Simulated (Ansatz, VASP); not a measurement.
# AlRu in VASP and in Ansatz

```xyz
2
Lattice="2.9826 0.0000 0.0000 0.0000 2.9826 0.0000 0.0000 0.0000 2.9826" Properties=species:S:1:pos:R:3 pbc="T T T"
Al    0.0000    0.0000    0.0000
Ru    1.4913    1.4913    1.4913
```

Alike in both runs: task single point; functional r2SCAN; k mesh 20 × 20 × 20; occupations gaussian, width 0.15 eV; no spin polarisation.

```csv
,VASP,Ansatz
version,VASP 6.6.1,Ansatz 0.2.0
potentials or method,"VASP PAW PBE potentials, release 64 (Al, Ru_pv), cutoff 520 eV","scalar-relativistic, plane waves, PAW"
valence electrons in the cell,17,19
```

|  | VASP | Ansatz | Ansatz less VASP |
| --- | --- | --- | --- |
| gap on the k mesh at the Fermi level (eV) | none | none | - |
| pressure (GPa) | 0.1 | 0.0 | -0.14 |

VASP's potentials were made for PBE, not for r2SCAN. A gap of «none» marks a metal or a gap that the smearing closes. VASP's potentials hold 17 valence electrons a cell and Ansatz's 19, so a difference there can come from the potentials and not from the codes.
